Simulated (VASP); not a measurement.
LaS, 2 atoms in the cell. Symmetry: Fm-3m, No. 225, cubic system. The conventional cell has a = 5.704 Å, b = 5.704 Å, c = 5.704 Å, α = 90.00°, β = 90.00°, γ = 90.00°. La (site symmetry m-3m) has 6 S at 2.85 Å within 3.8 Å. S (site symmetry m-3m) has 6 La at 2.85 Å within 3.8 Å. 

| Quantity | Value |
| --- | --- |
| Program | VASP 6.6.1 |
| Task | single point |
| Functional | PBEsol |
| Potentials or basis | VASP PAW PBE potentials, release 64 (La, S) |
| Cutoff | 520 eV |
| k mesh | 8 × 8 × 8 |
| Occupations | fermi-dirac, width 0.15 eV |
| Spin | no spin polarisation |
| Dipole correction | no |
| Further INCAR settings | ALGO = Normal; EDIFF = 1e-07; NBANDS = 16 |

Potentials or basis: VASP PAW PBE potentials, release 64 (La, S).

The run is started by

```console
$ cat potpaw_PBE.64/La/POTCAR potpaw_PBE.64/S/POTCAR > POTCAR
$ mpirun -np 1 vasp_std > vasp.out
```

Hardware: 1 thread of Intel(R) Xeon(R) Platinum 8259CL CPU @ 2.50GHz (Skylake/Cascade Lake), on a shared host.

How long does it take, and how much memory?

Run time: 44 s on 1 thread of Intel(R) Xeon(R) Platinum 8259CL CPU @ 2.50GHz (Skylake/Cascade Lake) (shared host), peak memory 0.19 GiB. Counts: scf iterations 16, k points 29.
